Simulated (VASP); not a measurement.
Set up this calculation in VASP 6.6.1, as the native input.

```
Task                   : single point
Functional             : PBEsol
Potentials or basis    : VASP PAW PBE potentials, release 64 (Sb)
Cutoff                 : 520 eV
k mesh                 : 12 × 12 × 7
Occupations            : fermi-dirac, width 0.05 eV
Spin                   : no spin polarisation
Dipole correction      : no
Further INCAR settings : ALGO = Normal; EDIFF = 1e-06; NBANDS = 12
```

The structure of Sb lies in POSCAR:

```
Sb
1.0
    3.3016201759      0.0000000000      0.0000000000
   -1.6508100880      2.8592869460      0.0000000000
    0.0000000000      0.0000000000      5.3300000000
Sb
2
Direct
    0.3333333333      0.6666666667      0.2500000000
    0.6666666667      0.3333333333      0.7500000000
```

This cell differs from its parent crystal: equal xx and yy strain of -2 %.

The input as run:

INCAR

```
SYSTEM = Sb
ALGO = Normal
EDIFF = 1E-6
ENCUT = 520
GGA = PS
ISIF = 2
ISMEAR = -1
LASPH = .True.
LCHARG = .True.
LELF = .True.
LREAL = .False.
LVHAR = .True.
LWAVE = .False.
NBANDS = 12
NELM = 60
PREC = Accurate
SIGMA = 0.05
```

KPOINTS

```
k-points
0
Gamma
  12 12 7
  0 0 0
```

Potentials or basis: VASP PAW PBE potentials, release 64 (Sb).

Run with:

```console
$ cat potpaw_PBE.64/Sb/POTCAR > POTCAR
$ mpirun -np 1 vasp_std > vasp.out
```

It gave:

```
Pressure               : 2.8 GPa
Band gap on the k mesh : zero (band 5 reaches 13.75 eV, above the bottom of band 6 at 6.16 eV)
```

Caveat: the cell differs from its parent crystal (equal xx and yy strain of -2 %); the PAW data sets were made with another functional, which shifts forces and pressure a little; spin-orbit coupling is left out, which moves the levels of the heavy elements.

Run time: 21 s on 1 thread of Intel(R) Xeon(R) Platinum 8488C (Sapphire Rapids), on a shared host, peak memory 0.2 GiB.
